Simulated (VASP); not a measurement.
# Br (Im-3m) in VASP: a series of runs

The runs below take Br through single point, with PBEsol.

Everything below comes from runs of VASP 6.6.1. Logs are shortened: lines on timing, memory, paths and dates and some standing lists are left out, and cuts for length are marked.

**1. The cell of the first run**

It takes space group Im-3m (No. 229, cubic). Conventional cell: a = 3.038 Å, b = 3.038 Å, c = 3.038 Å, α = 90.00°, β = 90.00°, γ = 90.00°. Within 3.5 Å of Br (site symmetry m-3m) lie 14 Br at 2.63 to 3.04 Å.

**2. Single point, PBEsol (volume scaled by 0.58)**

File INCAR:

```
PREC     = Accurate       # precision mode
ENCUT    = 520            # plane-wave cutoff, eV
EDIFF    = 1E-6           # SCF threshold, eV
ISMEAR   = -1             # smearing method
SIGMA    = 0.05           # smearing width, eV
LREAL    = F              # projectors in reciprocal space
LASPH    = T              # aspherical terms in the spheres
NELM     = 60             # most SCF steps
ALGO     = Normal         # electronic algorithm
ISIF     = 2              # what is computed and relaxed
LWAVE    = F              # write WAVECAR
LCHARG   = F              # write CHGCAR
GGA      = PS             # functional
NBANDS   = 10             # bands
```

File KPOINTS:

```
Automatic mesh
0
Gamma
  16 16 16
```

File POSCAR:

```
Br
1.0
   -1.5188578440      1.5188578440      1.5188578440
    1.5188578440     -1.5188578440      1.5188578440
    1.5188578440      1.5188578440     -1.5188578440
Br
1
Direct
    0.0000000000      0.0000000000      0.0000000000
```

Potentials or basis: VASP PAW PBE potentials, release 64 (Br).

The run is started by

```console
$ cat potpaw_PBE.64/Br/POTCAR > POTCAR
$ mpirun -np 1 vasp_std > vasp.out
```

OUTCAR:

```text
PREC = Accurate
   ENCUT = 520
   EDIFF = 1E-6
   ISMEAR = -1
   LREAL = F
   LASPH = T
   NELM = 60
   ISIF = 2
   GGA = PS

 ion  position               nearest neighbor table
   1  0.000  0.000  0.000-

  LATTYP: Found a body centered cubic cell.
 ALAT       =     3.0377156880

  Lattice vectors:

 A1 = (  -1.5188578440,   1.5188578440,   1.5188578440)
 A2 = (   1.5188578440,  -1.5188578440,   1.5188578440)
 A3 = (   1.5188578440,   1.5188578440,  -1.5188578440)

Analysis of symmetry for initial positions (statically):
=====================================================================
 Subroutine PRICEL returns:
 Original cell was already a primitive cell.

 Routine SETGRP: Setting up the symmetry group for a
 body centered cubic supercell.

 Subroutine GETGRP returns: Found 48 space group operations
 (whereof 48 operations were pure point group operations)
 out of a pool of 48 trial point group operations.

The static configuration has the point symmetry O_h .

Analysis of symmetry for dynamics (positions and initial velocities):
=====================================================================
 Subroutine PRICEL returns:
 Original cell was already a primitive cell.

 Routine SETGRP: Setting up the symmetry group for a
 body centered cubic supercell.

 Subroutine GETGRP returns: Found 48 space group operations
 (whereof 48 operations were pure point group operations)
 out of a pool of 48 trial point group operations.

The dynamic configuration has the point symmetry O_h .

 Subroutine INISYM returns: Found 48 space group operations
 (whereof 48 operations are pure point group operations),
 and found     1 'primitive' translations

----------------------------------------------------------------------------------------

                                     Primitive cell

  volume of cell :      14.0156

  direct lattice vectors                    reciprocal lattice vectors
    -1.518857844  1.518857844  1.518857844     0.000000000  0.329194731  0.329194731
     1.518857844 -1.518857844  1.518857844     0.329194731  0.000000000  0.329194731
     1.518857844  1.518857844 -1.518857844     0.329194731  0.329194731  0.000000000

  length of vectors
     2.630738955  2.630738955  2.630738955     0.465551654  0.465551654  0.465551654

  position of ions in fractional coordinates (direct lattice)
     0.000000000  0.000000000  0.000000000

  ion indices of the primitive-cell ions
   primitive index   ion index
                 1           1

----------------------------------------------------------------------------------------

 KPOINTS: Automatic mesh

Automatic generation of k-mesh.
 Grid dimensions read from file:
 generate k-points for:   16   16   16

 Generating k-lattice:

  Cartesian coordinates                     Fractional coordinates (reciprocal lattice)
     0.000000000  0.020574671  0.020574671     0.062500000  0.000000000  0.000000000
     0.020574671  0.000000000  0.020574671     0.000000000  0.062500000  0.000000000
     0.020574671  0.020574671  0.000000000     0.000000000  0.000000000  0.062500000

  Length of vectors
     0.029096978  0.029096978  0.029096978

  Shift w.r.t. Gamma in fractional coordinates (k-lattice)
     0.000000000  0.000000000  0.000000000

 Subroutine IBZKPT returns following result:
 ===========================================

 Found    145 irreducible k-points:

 Following reciprocal coordinates:
            Coordinates               Weight
  0.000000  0.000000  0.000000      1.000000
  0.062500  0.000000  0.000000     12.000000
  0.125000  0.000000  0.000000     12.000000
  0.187500  0.000000  0.000000     12.000000
  0.250000  0.000000  0.000000     12.000000
  0.312500  0.000000  0.000000     12.000000
[... 16 lines left out ...]
  0.187500  0.187500  0.000000     24.000000
  0.250000  0.187500  0.000000     48.000000
 [... further k-points ...]
   k-points           NKPTS =    145   k-points in BZ     NKDIM =    145   number of bands    NBANDS=     10
   number of dos      NEDOS =    301   number of ions     NIONS =      1
   total plane-waves  NPLWV =   8000
   dimension x,y,z NGX =    20 NGY =   20 NGZ =   20
   dimension x,y,z NGXF=    40 NGYF=   40 NGZF=   40
   ions per type =               1
   NGX,Y,Z   is equivalent  to a cutoff of  12.64, 12.64, 12.64 a.u.
   NGXF,Y,Z  is equivalent  to a cutoff of  25.28, 25.28, 25.28 a.u.
 SYSTEM =  unknown system
   PREC   = accura    normal or accurate (medium, high low for compatibility)
   ISTART =      0    job   : 0-new  1-cont  2-samecut
   ICHARG =      2    charge: 1-file 2-atom 10-const
   ISPIN  =      1    spin polarized calculation?
   LNONCOLLINEAR =      F non collinear calculations
   LSORBIT =      F    spin-orbit coupling
   LASPH  =      T    aspherical Exc in radial PAW
   ENCUT  =  520.0 eV  38.22 Ry    6.18 a.u.   4.89  4.89  4.89*2*pi/ulx,y,z
   NELM   =     60;   NELMIN=  2; NELMDL= -5     # of ELM steps
   EDIFF  = 0.1E-05   stopping-criterion for ELM
   LREAL  =      F    real-space projection
   EDIFFG = 0.1E-04   stopping-criterion for IOM
   NSW    =      0    number of steps for IOM
   IBRION =     -1    ionic relax: 0-MD 1-quasi-New 2-CG
   NFREE  =      0    steps in history (QN), initial steepest desc. (CG)
   ISIF   =      2    stress and relaxation
   ISYM   =      2    0-nonsym 1-usesym 2-fastsym
   POTIM  = 0.5000    time-step for ionic-motion
   TEBEG  =    0.0;   TEEND  =   0.0 temperature during run
   PSTRESS=    0.0 pullay stress
   NELECT =       7.0000    total number of electrons
   NUPDOWN=      -1.0000    fix difference up-down
   EMIN   =  10.00;   EMAX   =-10.00  energy-range for DOS
   EFERMI =   0.00;   METHOD = LEGACY
   ISMEAR =    -1;   SIGMA  =   0.05  broadening in eV -4-tet -1-fermi 0-gaus
   EFERMI_NEDOS =   21; number of points for ismear=-14 and -15
   IALGO  =     38    algorithm
   IMIX   =      4    mixing-type and parameters
     AMIX     =   0.40;   BMIX     =  1.00
     AMIX_MAG =   1.60;   BMIX_MAG =  1.00
  volume/ion in A,a.u.               =      14.02        94.58
  Fermi-wavevector in a.u.,A,eV,Ry     =   1.298884  2.454535 22.954386  1.687100
  Thomas-Fermi vector in A             =   2.430184
   LORBIT       =      0    0 simple, 1 ext, 2 COOP (PROOUT), +10 PAW based schemes
   GGA     = PS    functional components
   LHFCALC =     F    Hartree Fock is set to
   AEXX    =    0.0000 exact exchange contribution
   IVDW    =     0    specifies the selected vdW correction
   LEPSILON=     F    determine dielectric tensor
   LRPA    =     F    only Hartree local field effects (RPA)
 non-spin polarized calculation
  energy-cutoff  :      520.00
  volume of cell :       14.02
 maximum number of plane-waves:       387
   NGX =  9   NGY =  9   NGZ =  9

 number of electron       7.0000001 magnetization

 Free energy of the ion-electron system (eV)
  ---------------------------------------------------
  ext. energy  EPLUGINS =         0.00000000
  ---------------------------------------------------
  free energy    TOTEN  =         0.29528194 eV

  energy without entropy =        0.30026352  energy(sigma->0) =        0.29777273

 E-fermi :  10.8605     XC(G=0): -12.6017

 val. band max:       10.8588008848   @ k =  -0.3750  -0.4375   0.1250
 cond. band min:      10.8983674818   @ k =   0.3125   0.0625   0.0625
 fundamental gap:      0.0395665970
 Fermi energy:        10.8604796136

 k-point     1 :       0.0000    0.0000    0.0000
  band No.  band energies     occupation
      1     -11.1539      2.00000
      2      13.4133      0.00000
      3      13.4133      0.00000
      4      13.4133      0.00000
      5      23.5631      0.00000
      6      23.5631      0.00000
      7      23.5631      0.00000
      8      25.2561      0.00000
      9      27.3735      0.00000
     10      27.3735      0.00000

 k-point     2 :       0.0625    0.0000    0.0000
  band No.  band energies     occupation
      1     -11.0399      2.00000
      2      12.7105      0.00000
      3      13.1373      0.00000
      4      13.3613      0.00000
      5      23.0903      0.00000
      6      23.3045      0.00000
      7      24.0657      0.00000
      8      25.7801      0.00000
      9      26.2926      0.00000
     10      26.9349      0.00000

 k-point     3 :       0.1250    0.0000    0.0000
  band No.  band energies     occupation
      1     -10.6998      2.00000
      2      10.9694      0.20350
      3      12.4516      0.00000
      4      13.2115      0.00000
      5      22.0895      0.00000
      6      22.1494      0.00000
      7      25.4309      0.00000
      8      25.9209      0.00000
      9      26.4174      0.00000
     10      27.3190      0.00000

 k-point     4 :       0.1875    0.0000    0.0000
  band No.  band energies     occupation
      1     -10.1395      2.00000
      2       8.7518      2.00000
      3      11.6088      0.00000
      4      12.9838      0.00000
      5      20.7200      0.00000
      6      21.0265      0.00000
      7      26.2464      0.00000
      8      26.2864      0.00000
      9      27.4040      0.00000
     10      29.4230      0.00000

 k-point     5 :       0.2500    0.0000    0.0000
  band No.  band energies     occupation
      1      -9.3723      2.00000
      2       6.4046      2.00000
      3      10.7887      1.61576
      4      12.7127      0.00000
      5      19.4814      0.00000
      6      20.0812      0.00000
      7      26.4763      0.00000
      8      26.9915      0.00000
      9      29.7998      0.00000
     10      31.6962      0.00000

 k-point     6 :       0.3125    0.0000    0.0000
  band No.  band energies     occupation
      1      -8.4264      2.00000
      2       4.1262      2.00000
      3      10.0902      2.00000
      4      12.4418      0.00000
      5      18.5175      0.00000
      6      19.3180      0.00000
      7      27.0920      0.00000
      8      27.9381      0.00000
      9      32.5092      0.00000
     10      33.6849      0.00000
[... 183 lines left out ...]
 k-point    21 :       0.3750    0.1250    0.0000
  band No.  band energies     occupation
      1      -6.1263      2.00000
      2       0.7909      2.00000
      3       7.5164      2.00000
      4      11.0299      0.06537
      5      18.5067      0.00000
      6      20.8577      0.00000
      7      27.1383      0.00000
      8      30.1555      0.00000
      9      33.5836      0.00000
     10      35.6969      0.00000

 k-point    22 :       0.4375    0.1250    0.0000
  band No.  band energies     occupation
      1      -5.6858      2.00000
      2       0.1615      2.00000
      3       7.3843      2.00000
      4      10.9627      0.22928
      5      18.3922      0.00000
      6      20.8166      0.00000
      7      28.1271      0.00000
      8      29.0102      0.00000
      9      34.4076      0.00000
     10      36.0149      0.00000

 k-point    23 :       0.1875    0.1875    0.0000
  band No.  band energies     occupation
      1      -8.2146      2.00000
      2       4.7940      2.00000
      3       8.0193      2.00000
      4      11.4127      0.00003
      5      19.8863      0.00000
      6      21.5722      0.00000
      7      26.2857      0.00000
      8      27.3850      0.00000
      9      31.7598      0.00000
     10      34.4800      0.00000

 k-point    24 :       0.2500    0.1875    0.0000
  band No.  band energies     occupation
      1      -7.2441      2.00000
      2       3.2538      2.00000
      3       6.8145      2.00000
      4      11.0306      0.06443
      5      19.6128      0.00000
      6      21.8888      0.00000
      7      26.4746      0.00000
      8      28.8341      0.00000
      9      33.0769      0.00000
     10      33.7005      0.00000

 [... further k-points ...]
[... 5 lines left out ...]
  --------------------------------------------------------------------------------------
  -------------------------------------------------------------------------------------
  Total        7.4686515      7.4686515      7.4686515     -0.0000000     -0.0000000      0.0000000
  in kB      853.7710061    853.7710061    853.7710061     -0.0000000     -0.0000000      0.0000000
  external PRESSURE =     853.7710061 kB  Pullay stress =       0.0000000 kB

 VOLUME and BASIS-vectors are now :
 -----------------------------------------------------------------------------
  energy-cutoff  :      520.00
  volume of cell :       14.02
      direct lattice vectors                 reciprocal lattice vectors
    -1.518857844  1.518857844  1.518857844     0.000000000  0.329194731  0.329194731
     1.518857844 -1.518857844  1.518857844     0.329194731  0.000000000  0.329194731
     1.518857844  1.518857844 -1.518857844     0.329194731  0.329194731  0.000000000

 POSITION                                       TOTAL-FORCE (eV/Angst)
 -----------------------------------------------------------------------------------
      0.00000      0.00000      0.00000         0.000000     -0.000000      0.000000
 -----------------------------------------------------------------------------------
    total drift:                                0.000000      0.000000     -0.000000

  FREE ENERGIE OF THE ION-ELECTRON SYSTEM (eV)
  ---------------------------------------------------
  free  energy   TOTEN  =         0.2952819448 eV

  energy  without entropy=        0.3002635155  energy(sigma->0) =        0.29777273
```

Run time: 5.9 s. Hardware: 1 thread of Intel Xeon 6975P-C (Granite Rapids), shared host; peak memory 0.13 GiB.

Results:

```yaml
Free_energy: 0.2953 eV
Pressure: 85.4 GPa
```

Caveat: the PAW data sets were made with another functional, which shifts forces and pressure a little; an odd number of electrons without spin polarisation forces a metal; a magnetic or distorted state may lie lower.

**3. Single point, PBEsol (volume scaled by 0.58)**

File INCAR:

```
SYSTEM = Br
PREC = Accurate
ENCUT = 520
EDIFF = 1E-6
ISMEAR = -1
SIGMA = 0.05
LREAL = .False.
LASPH = .True.
NELM = 80
ALGO = Normal
ISIF = 2
LWAVE = .False.
LCHARG = .True.
GGA = PS
LELF = .True.
LVHAR = .True.
NBANDS = 10
```

File KPOINTS:

```
regular mesh
0
Gamma
  16 16 16
  0 0 0
```

POSCAR is that of step 2.

Potentials or basis: VASP PAW PBE potentials, release 64 (Br).

The run is started by

```console
$ cat potpaw_PBE.64/Br/POTCAR > POTCAR
$ mpirun -np 1 vasp_std > vasp.out
```

Wall time 5.9 s (1 thread of Intel Xeon 6975P-C (Granite Rapids), shared host); peak memory 0.13 GiB.

The run converged. Its results:

```yaml
Free_energy: 0.2953 eV
Pressure: 85.4 GPa
```

Levels at points of the mesh, in eV from the Fermi level:
```csv
k point,band 1,band 2,band 3,band 4,band 5,band 6,band 7,band 8,band 9
"(0.00, 0.00, 0.00)",-22.01,2.55,2.55,2.55,12.70,12.70,12.70,14.40,16.51
"(0.50, 0.00, 0.00)",-16.78,-11.06,-1.73,1.15,6.43,7.45,19.40,20.27,21.00
"(0.50, 0.50, 0.50)",-12.89,-6.32,-6.32,-6.32,1.96,1.96,25.96,25.96,25.96
```

Caveat: the PAW data sets were made with another functional, which shifts forces and pressure a little; an odd number of electrons without spin polarisation forces a metal; a magnetic or distorted state may lie lower.

(Continued in part 2 of 2.)
